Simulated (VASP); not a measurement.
# Mg (P6_3/mmc) in VASP: further runs

Mg is run at these levels: PBE; tasks: single point.

All numbers are computed with VASP 6.6.1; they aren't measurements. Logs are shortened: lines on timing, memory, paths and dates and some standing lists are left out, and cuts for length are marked.

## (1) The cell of the first run

Symmetry: P6_3/mmc, No. 194, hexagonal system. Conventional cell: a = 3.209 Å, b = 3.209 Å, c = 5.210 Å, α = 90.00°, β = 90.00°, γ = 120.00°. Mg (site symmetry -6m2) has 12 Mg at 3.20 to 3.21 Å within 4.2 Å.

## (2) Single point, PBE

Contents of INCAR:

```
PREC = Accurate ; ENCUT = 520
EDIFF = 1E-6 ; ISMEAR = 0
SIGMA = 0.013000000000000001 ; LREAL = False
LASPH = True ; NELM = 100
ALGO = Fast ; ISIF = 2
LWAVE = False ; LCHARG = False
GGA = PE ; NBANDS = 9
```

Contents of KPOINTS:

```
Automatic mesh
0
Gamma
  10 10 5
```

Contents of POSCAR:

```
Mg
1.0
    3.2093000000      0.0000000000      0.0000000000
   -1.6046500000      2.7793353284      0.0000000000
    0.0000000000      0.0000000000      5.2103000000
Mg
2
Direct
    0.6666666667      0.3333333333      0.7500000000
    0.3333333333      0.6666666667      0.2500000000
```

Potentials or basis: VASP PAW PBE potentials, release 64 (Mg).

On the command line:

```sh
cat potpaw_PBE.64/Mg/POTCAR > POTCAR
mpirun -np 1 vasp_std > vasp.out
```

OUTCAR:

```text
PREC = Accurate
   ENCUT = 520
   EDIFF = 1E-6
   ISMEAR = 0
   LREAL = False
   LASPH = True
   NELM = 100
   ISIF = 2
   GGA = PE

 ion  position               nearest neighbor table
   1  0.667  0.333  0.750-   2 3.20   2 3.20   2 3.20   2 3.20   2 3.20   2 3.20
   2  0.333  0.667  0.250-   1 3.20   1 3.20   1 3.20   1 3.20   1 3.20   1 3.20

  LATTYP: Found a hexagonal cell.
 ALAT       =     3.2093000000
 C/A-ratio  =     1.6235004518

  Lattice vectors:

 A1 = (   3.2093000000,   0.0000000000,   0.0000000000)
 A2 = (  -1.6046500000,   2.7793353284,   0.0000000000)
 A3 = (   0.0000000000,   0.0000000000,   5.2103000000)

Analysis of symmetry for initial positions (statically):
=====================================================================
 Subroutine PRICEL returns:
 Original cell was already a primitive cell.

 Routine SETGRP: Setting up the symmetry group for a
 hexagonal supercell.

 Subroutine GETGRP returns: Found 24 space group operations
 (whereof 12 operations were pure point group operations)
 out of a pool of 24 trial point group operations.

The static configuration has the point symmetry D_3d.
 The point group associated with its full space group is D_6h.

Analysis of symmetry for dynamics (positions and initial velocities):
=====================================================================
 Subroutine PRICEL returns:
 Original cell was already a primitive cell.

 Routine SETGRP: Setting up the symmetry group for a
 hexagonal supercell.

 Subroutine GETGRP returns: Found 24 space group operations
 (whereof 12 operations were pure point group operations)
 out of a pool of 24 trial point group operations.

The dynamic configuration has the point symmetry D_3d.
 The point group associated with its full space group is D_6h.

 Subroutine INISYM returns: Found 24 space group operations
 (whereof 12 operations are pure point group operations),
 and found     1 'primitive' translations

----------------------------------------------------------------------------------------

                                     Primitive cell

  volume of cell :      46.4744

  direct lattice vectors                    reciprocal lattice vectors
     3.209300000  0.000000000  0.000000000     0.311594429  0.179899127  0.000000000
    -1.604650000  2.779335328  0.000000000     0.000000000  0.359798255  0.000000000
     0.000000000  0.000000000  5.210300000     0.000000000  0.000000000  0.191927528

  length of vectors
     3.209300000  3.209300000  5.210300000     0.359798255  0.359798255  0.191927528

  position of ions in fractional coordinates (direct lattice)
     0.666666667  0.333333333  0.750000000
     0.333333333  0.666666667  0.250000000

  ion indices of the primitive-cell ions
   primitive index   ion index
                 1           1
                 2           2

----------------------------------------------------------------------------------------

 KPOINTS: Automatic mesh

Automatic generation of k-mesh.
 Grid dimensions read from file:
 generate k-points for:   10   10    5

 Generating k-lattice:

  Cartesian coordinates                     Fractional coordinates (reciprocal lattice)
     0.031159443  0.017989913  0.000000000     0.100000000 -0.000000000  0.000000000
     0.000000000  0.035979825  0.000000000     0.000000000  0.100000000  0.000000000
     0.000000000  0.000000000  0.038385506     0.000000000  0.000000000  0.200000000

  Length of vectors
     0.035979825  0.035979825  0.038385506

  Shift w.r.t. Gamma in fractional coordinates (k-lattice)
     0.000000000  0.000000000  0.000000000

 Subroutine IBZKPT returns following result:
 ===========================================

 Found     42 irreducible k-points:

 Following reciprocal coordinates:
            Coordinates               Weight
  0.000000  0.000000  0.000000      1.000000
  0.100000  0.000000  0.000000      6.000000
  0.200000  0.000000  0.000000      6.000000
  0.300000  0.000000  0.000000      6.000000
  0.400000  0.000000  0.000000      6.000000
  0.500000  0.000000  0.000000      3.000000
[... 16 lines left out ...]
  0.300000  0.100000  0.200000     24.000000
  0.400000  0.100000  0.200000     24.000000
 [... further k-points ...]
   k-points           NKPTS =     42   k-points in BZ     NKDIM =     42   number of bands    NBANDS=      9
   number of dos      NEDOS =    301   number of ions     NIONS =      2
   total plane-waves  NPLWV =  23040
   dimension x,y,z NGX =    24 NGY =   24 NGZ =   40
   dimension x,y,z NGXF=    48 NGYF=   48 NGZF=   80
   ions per type =               2
   NGX,Y,Z   is equivalent  to a cutoff of  12.43, 12.43, 12.76 a.u.
   NGXF,Y,Z  is equivalent  to a cutoff of  24.86, 24.86, 25.53 a.u.
 SYSTEM =  unknown system
   PREC   = accura    normal or accurate (medium, high low for compatibility)
   ISTART =      0    job   : 0-new  1-cont  2-samecut
   ICHARG =      2    charge: 1-file 2-atom 10-const
   ISPIN  =      1    spin polarized calculation?
   LNONCOLLINEAR =      F non collinear calculations
   LSORBIT =      F    spin-orbit coupling
   LASPH  =      T    aspherical Exc in radial PAW
   ENCUT  =  520.0 eV  38.22 Ry    6.18 a.u.   5.97  5.97  9.69*2*pi/ulx,y,z
   NELM   =    100;   NELMIN=  2; NELMDL= -5     # of ELM steps
   EDIFF  = 0.1E-05   stopping-criterion for ELM
   LREAL  =      F    real-space projection
   EDIFFG = 0.1E-04   stopping-criterion for IOM
   NSW    =      0    number of steps for IOM
   IBRION =     -1    ionic relax: 0-MD 1-quasi-New 2-CG
   NFREE  =      0    steps in history (QN), initial steepest desc. (CG)
   ISIF   =      2    stress and relaxation
   ISYM   =      2    0-nonsym 1-usesym 2-fastsym
   POTIM  = 0.5000    time-step for ionic-motion
   TEBEG  =    0.0;   TEEND  =   0.0 temperature during run
   PSTRESS=    0.0 pullay stress
   NELECT =       4.0000    total number of electrons
   NUPDOWN=      -1.0000    fix difference up-down
   EMIN   =  10.00;   EMAX   =-10.00  energy-range for DOS
   EFERMI =   0.00;   METHOD = LEGACY
   ISMEAR =     0;   SIGMA  =   0.01  broadening in eV -4-tet -1-fermi 0-gaus
   EFERMI_NEDOS =   21; number of points for ismear=-14 and -15
   IALGO  =     68    algorithm
   IMIX   =      4    mixing-type and parameters
     AMIX     =   0.40;   BMIX     =  1.00
     AMIX_MAG =   1.60;   BMIX_MAG =  1.00
  volume/ion in A,a.u.               =      23.24       156.81
  Fermi-wavevector in a.u.,A,eV,Ry     =   0.722809  1.365911  7.108401  0.522453
  Thomas-Fermi vector in A             =   1.812866
   LORBIT       =      0    0 simple, 1 ext, 2 COOP (PROOUT), +10 PAW based schemes
   GGA     = PE    functional components
   LHFCALC =     F    Hartree Fock is set to
   AEXX    =    0.0000 exact exchange contribution
   IVDW    =     0    specifies the selected vdW correction
   LEPSILON=     F    determine dielectric tensor
   LRPA    =     F    only Hartree local field effects (RPA)
 non-spin polarized calculation
 RMM-DIIS sequential band-by-band and
 Gauss-broadening in eV      SIGMA  =   0.01
  energy-cutoff  :      520.00
  volume of cell :       46.47
 maximum number of plane-waves:      1277
 NGX is ok and might be reduce to    24
   NGX = 11   NGY = 11   NGZ = 19

 number of electron       4.0000000 magnetization

 Free energy of the ion-electron system (eV)
  ---------------------------------------------------
  ext. energy  EPLUGINS =         0.00000000
  ---------------------------------------------------
  free energy    TOTEN  =        -2.99899257 eV

  energy without entropy =       -2.99862460  energy(sigma->0) =       -2.99880859

 E-fermi :   2.5569     XC(G=0):  -8.4540

 val. band max:        2.5504530580   @ k =   0.4000   0.1000   0.4000
 cond. band min:       2.6092010034   @ k =   0.2000   0.1000   0.0000
 fundamental gap:      0.0587479455
 Fermi energy:         2.5569477186

 k-point     1 :       0.0000    0.0000    0.0000
  band No.  band energies     occupation
      1      -4.3093      2.00000
      2       0.9089      2.00000
      3       1.3256      2.00000
      4      13.4380      0.00000
      5      13.4380      0.00000
      6      13.5278      0.00000
      7      13.5278      0.00000
      8      14.3314      0.00000
      9      15.8832      0.00000

 k-point     2 :       0.1000    0.0000    0.0000
  band No.  band energies     occupation
      1      -4.1141      2.00000
      2       1.0876      2.00000
      3       1.5153      2.00000
      4      10.6586      0.00000
      5      12.0070      0.00000
      6      12.8094      0.00000
      7      15.1974      0.00000
      8      15.2140      0.00000
      9      15.3377      0.00000

 k-point     3 :       0.2000    0.0000    0.0000
  band No.  band energies     occupation
      1      -3.5309      2.00000
      2       1.6239      2.00000
      3       2.0737      2.00000
      4       7.7055      0.00000
      5      10.8577      0.00000
      6      11.3324      0.00000
      7      12.4092      0.00000
      8      13.5596      0.00000
      9      15.3960      0.00000

 k-point     4 :       0.3000    0.0000    0.0000
  band No.  band energies     occupation
      1      -2.5667      2.00000
      2       2.5190      1.99996
      3       2.9217      0.00000
      4       5.1006      0.00000
      5       9.6781      0.00000
      6       9.7319      0.00000
      7      10.0387      0.00000
      8      11.9136      0.00000
      9      14.4788      0.00000
[... 205 lines left out ...]
 k-point    22 :       0.2000    0.1000    0.2000
  band No.  band energies     occupation
      1      -2.7321      2.00000
      2       0.4903      2.00000
      3       4.6182      0.00000
      4       6.6847      0.00000
      5       8.3436      0.00000
      6       9.7967      0.00000
      7      11.4137      0.00000
      8      13.3632      0.00000
      9      13.6408      0.00000

 k-point    23 :       0.3000    0.1000    0.2000
  band No.  band energies     occupation
      1      -1.5859      2.00000
      2       1.5767      2.00000
      3       3.9866      0.00000
      4       5.8304      0.00000
      5       6.9167      0.00000
      6       8.0912      0.00000
      7      10.6218      0.00000
      8      11.4795      0.00000
      9      13.3407      0.00000

 k-point    24 :       0.4000    0.1000    0.2000
  band No.  band energies     occupation
      1      -0.0818      2.00000
      2       1.7185      2.00000
      3       3.1685      0.00000
      4       4.9000      0.00000
      5       6.8409      0.00000
      6       7.8181      0.00000
      7       9.3083      0.00000
      8      10.5780      0.00000
      9      13.0328      0.00000

 [... further k-points ...]

------------------------ aborting loop because EDIFF is reached ----------------------------------------

  FORCE on cell =-STRESS in cart. coord.  units (eV):
  Direction    XX          YY          ZZ          XY          YZ          ZX
  --------------------------------------------------------------------------------------
  -------------------------------------------------------------------------------------
  Total       -0.2420554     -0.2420554     -0.0192077      0.0000000      0.0000000      0.0000000
  in kB       -8.3447116     -8.3447116     -0.6621727      0.0000000      0.0000000      0.0000000
  external PRESSURE =      -5.7838653 kB  Pullay stress =       0.0000000 kB

 VOLUME and BASIS-vectors are now :
 -----------------------------------------------------------------------------
  energy-cutoff  :      520.00
  volume of cell :       46.47
      direct lattice vectors                 reciprocal lattice vectors
     3.209300000  0.000000000  0.000000000     0.311594429  0.179899127  0.000000000
    -1.604650000  2.779335328  0.000000000     0.000000000  0.359798255  0.000000000
     0.000000000  0.000000000  5.210300000     0.000000000  0.000000000  0.191927528

 POSITION                                       TOTAL-FORCE (eV/Angst)
 -----------------------------------------------------------------------------------
      1.60465      0.92645      3.90773        -0.000000     -0.000000      0.000000
     -0.00000      1.85289      1.30258         0.000000      0.000000      0.000000
 -----------------------------------------------------------------------------------
    total drift:                                0.000000     -0.000000      0.000000

  FREE ENERGIE OF THE ION-ELECTRON SYSTEM (eV)
  ---------------------------------------------------
  free  energy   TOTEN  =        -2.9989925692 eV

  energy  without entropy=       -2.9986246048  energy(sigma->0) =       -2.99880859
```

Run time: 4.6 s. Hardware: 1 thread of Intel Xeon 6975P-C (Granite Rapids), shared host; peak memory 0.15 GiB.

Results:

| Quantity | Value |
| --- | --- |
| Free energy | -2.9990 eV |
| Pressure | -0.6 GPa |
| Band gap on the k mesh | zero (band 2 reaches 3.24 eV, above the bottom of band 3 at 1.33 eV) |

## (3) Single point, PBE

Contents of INCAR:

```
SYSTEM = Mg
PREC = Accurate
ENCUT = 520
EDIFF = 1E-6
ISMEAR = 0
SIGMA = 0.022
LREAL = .FALSE.
LASPH = .TRUE.
NELM = 60
ALGO = Fast
ISIF = 2
LWAVE = .FALSE.
LCHARG = .TRUE.
GGA = PE
LELF = .TRUE.
LVHAR = .TRUE.
NBANDS = 9
```

Contents of KPOINTS:

```
Automatic mesh
0
G
  10 10 5
  0 0 0
```

POSCAR is that of step 2.

Potentials or basis: VASP PAW PBE potentials, release 64 (Mg).

On the command line:

```sh
cat potpaw_PBE.64/Mg/POTCAR > POTCAR
mpirun -np 1 vasp_std > vasp.out
```

Run time: 5.2 s. Hardware: 1 thread of Intel Xeon 6975P-C (Granite Rapids), shared host; peak memory 0.16 GiB.

Results (log left out):

```yaml
Free_energy: -2.9993 eV
Pressure: -0.6 GPa
Band_gap_on_the_k_mesh: zero (band 2 reaches 3.24 eV, above the bottom of band 3 at 1.33 eV)
```

Stress tensor (GPa, compression positive):
```
-0.81  0.00  0.00
 0.00 -0.81  0.00
 0.00  0.00 -0.09
```

Levels at points of the mesh, in eV from the Fermi level:
```
           k point  band 1  band 2  band 3  band 4  band 5
(0.00, 0.00, 0.00)   -6.87   -1.65   -1.24   10.87   10.87
(0.50, 0.00, 0.00)   -2.11   -2.11    2.65    3.03    3.25
```

[end of part 1 of 2]
